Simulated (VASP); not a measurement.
Si4S:

```
Si S
1.0
     4.02637    0.00000    0.00000
    -2.01319    3.48694    0.00000
     0.00000    0.00000    6.73157
Si S
4 1
Direct
  0.33333 0.66667 0.70430
  0.66667 0.33333 0.70430
  0.66667 0.33333 0.29570
  0.33333 0.66667 0.29570
  0.00000 0.00000 0.00000
```

The cell was generated, and may not be a known phase.

| Property | Result |
| --- | --- |
| Program | VASP 6.6.1 |
| Task | relaxation of cell and atoms |
| Functional | PBE |
| Potentials or basis | VASP PAW PBE potentials, release 64 (Si, S) |
| Cutoff | 600 eV |
| k mesh | 6 × 6 × 4 |
| Occupations | gaussian, width 0.1 eV |
| Spin | no spin polarisation |

At the start: pressure -0.0 GPa; volume 18.90 Å³/atom.

Question: How do energy, volume and symmetry change on relaxing?

Answer: Over 5 steps the energy falls by 4.6 meV/atom and the volume is 19.13 Å³/atom (+1.2 %); space group P6/mmm (No. 191, to 0.1 Å) before and after.

The path:
```
step  energy change (eV)  largest force (eV/Å)  pressure (GPa)  volume (Å³)
   1              0.0000                0.0616           -0.02        94.51
   2             -0.0174                0.0166            0.62        94.46
   3             -0.0193                0.0004            0.94        94.43
   4             -0.0225                0.0094           -0.29        96.07
   5             -0.0229                0.0078            0.02        95.65
```

Final structure:
```
Si S
1.0
     3.99870    0.00000    0.00000
    -1.99935    3.46298    0.00000
     0.00000    0.00000    6.90766
Si S
4 1
Direct
  0.33333 0.66667 0.70506
  0.66667 0.33333 0.70506
  0.66667 0.33333 0.29494
  0.33333 0.66667 0.29494
  0.00000 0.00000 0.00000
```
